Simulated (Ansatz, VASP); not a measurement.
**CdSe in VASP and in Ansatz**

POSCAR

```
CdSe
1.0
    4.2984999142      0.0000000000      0.0000000000
   -2.1492499571      3.7226101239      0.0000000000
    0.0000000000      0.0000000000      7.0152000000
Cd Se
2 2
Direct
    0.6666666667      0.3333333333      0.0000000000
    0.3333333333      0.6666666667      0.5000000000
    0.6744883675      0.3119640494      0.3750000000
    0.3411550341      0.6452973827      0.8750000000
```

File INCAR.step1:

```
SYSTEM = CdSe
PREC     = Accurate       ! precision mode
ENCUT    = 520            ! plane-wave cutoff, eV
ISMEAR   = 0              ! smearing method
SIGMA    = 0.05           ! smearing width, eV
LREAL    = .False.        ! projectors in reciprocal space
LASPH    = .True.         ! aspherical terms in the spheres
NELM     = 60             ! most SCF steps
NBANDS   = 26             ! bands
GGA      = PE             ! functional
ALGO     = Normal         ! electronic algorithm
EDIFF    = 1E-4           ! SCF threshold, eV
LWAVE    = .True.         ! write WAVECAR
LCHARG   = .False.        ! write CHGCAR
```

File INCAR.step2:

```
SYSTEM = CdSe
PREC     = Accurate       ! precision mode
ENCUT    = 520            ! plane-wave cutoff, eV
EDIFF    = 1E-6           ! SCF threshold, eV
ISMEAR   = 0              ! smearing method
SIGMA    = 0.05           ! smearing width, eV
LREAL    = .False.        ! projectors in reciprocal space
LASPH    = .True.         ! aspherical terms in the spheres
NELM     = 60             ! most SCF steps
ALGO     = Normal         ! electronic algorithm
ISIF     = 2              ! what is computed and relaxed
LWAVE    = .False.        ! write WAVECAR
LCHARG   = .True.         ! write CHGCAR
METAGGA  = R2SCAN         ! meta-GGA
LMIXTAU  = .True.       
LELF     = .True.         ! ELF
LVHAR    = .True.       
NBANDS   = 26             ! bands
ISTART   = 1
```

Contents of KPOINTS:

```
regular mesh
0
Gamma
  6 6 4
  0 0 0
```

Input for Ansatz:

```yaml
crystal:
  lattice:
    - [4.2984999142, 0.0, 0.0]
    - [-2.1492499571, 3.7226101239, 0.0]
    - [0.0, 0.0, 7.0152]
  atoms:
    - { symbol: Cd, position: [0.6666666667, 0.3333333333, 0.0] }
    - { symbol: Cd, position: [0.3333333333, 0.6666666667, 0.5] }
    - { symbol: Se, position: [0.6744883675, 0.3119640494, 0.375] }
    - { symbol: Se, position: [0.3411550341, 0.6452973827, 0.875] }
basis:
  ecutwfc: 500
kpoints:
  mp_grid: { grid: [6, 6, 4] }
hamiltonian:
  xc: r2scan
scf:
  occupations: { method: gaussian, width: 0.05 }
output:
  forces: true
  stress: true
  eigenvalues: true
```

Change from the starting cell: all Se atoms moved +0.113 Å, as atom 3 along Cartesian [1 -1 0].

Alike in both runs: task single point; functional r2SCAN; k mesh 6 × 6 × 4; occupations gaussian, width 0.05 eV; no spin polarisation.

|  | VASP | Ansatz |
| --- | --- | --- |
| version | VASP 6.6.1 | Ansatz 0.2.0 |
| potentials or method | VASP PAW PBE potentials, release 64 (Cd, Se), cutoff 520 eV | scalar-relativistic, plane waves, PAW |
| valence electrons in the cell | 36 | 72 |

```csv
,VASP,Ansatz,Ansatz less VASP
gap on the k mesh at the Fermi level (eV),1.15,1.16,+0.010
least direct gap on the mesh (eV),1.15,1.16,+0.010
pressure (GPa),2.1,1.8,-0.28
"traceless stress, the component that is largest in VASP (GPa)",1.00,0.97,-0.029
rms of the force components (eV/Å),0.349,0.341,-0.0080
```

VASP's potentials were made for PBE, not for r2SCAN. Atom by atom the forces differ by 0.008 eV/Å (rms over components). VASP's potentials hold 36 valence electrons a cell and Ansatz's 72, so a difference there can come from the potentials and not from the codes.
